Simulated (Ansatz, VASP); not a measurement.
**SnTe in VASP and in Ansatz**

INCAR

```
SYSTEM = SnTe
  ALGO = Normal
  EDIFF = 1E-6
  ENCUT = 520
  GGA = PS
  ISIF = 2
  ISMEAR = 0
  LASPH = .TRUE.
  LCHARG = .FALSE.
  LREAL = .FALSE.
  LWAVE = .FALSE.
  NBANDS = 17
  NELM = 60
  PREC = Accurate
  SIGMA = 0.03
```

File KPOINTS:

```
k-points
0
G
  10 10 10
  0 0 0
```

POSCAR

```
SnTe
1.0
    0.0000000000      3.1565000000      3.1565000000
    3.1565000000      0.0000000000      3.1565000000
    3.1565000000      3.1565000000      0.0000000000
Sn Te
1 1
Direct
    0.0000000000      0.0000000000      0.0000000000
    0.4542729076      0.4542729076      0.4542729076
```

Input for Ansatz:

```yaml
crystal:
  lattice:
    - [0.0, 3.1565, 3.1565]
    - [3.1565, 0.0, 3.1565]
    - [3.1565, 3.1565, 0.0]
  atoms:
    - { symbol: Sn, position: [0.0, 0.0, 0.0] }
    - { symbol: Te, position: [0.4542729076, 0.4542729076, 0.4542729076] }
basis:
  ecutwfc: 420
kpoints:
  mp_grid: { grid: [10, 10, 10] }
hamiltonian:
  xc: pbesol
scf:
  occupations: { method: gaussian, width: 0.03 }
output:
  forces: true
  stress: true
  eigenvalues: true
```

Change from the starting cell: all Te atoms moved -0.500 Å, as atom 2 along Cartesian [1 1 1].

Alike in both runs: task single point; functional PBEsol; k mesh 10 × 10 × 10; occupations gaussian, width 0.03 eV; no spin polarisation.

|  | VASP | Ansatz |
| --- | --- | --- |
| version | VASP 6.6.1 | Ansatz 0.2.0 |
| potentials or method | VASP PAW PBE potentials, release 64 (Sn_d, Te), cutoff 520 eV | scalar-relativistic, plane waves, PAW |
| valence electrons in the cell | 20 | 30 |

```tsv
	VASP	Ansatz	Ansatz less VASP
gap on the k mesh at the Fermi level (eV)	0.49	0.47	-0.016
least direct gap on the mesh (eV)	0.49	0.47	-0.016
pressure (GPa)	2.6	2.6	-0.03
rms of the force components (eV/Å)	0.591	0.581	-0.0097
```

VASP's potentials were made for PBE, not for PBEsol. Atom by atom the forces differ by 0.010 eV/Å (rms over components). VASP's potentials hold 20 valence electrons a cell and Ansatz's 30, so a difference there can come from the potentials and not from the codes.

Spin-orbit coupling is off throughout.
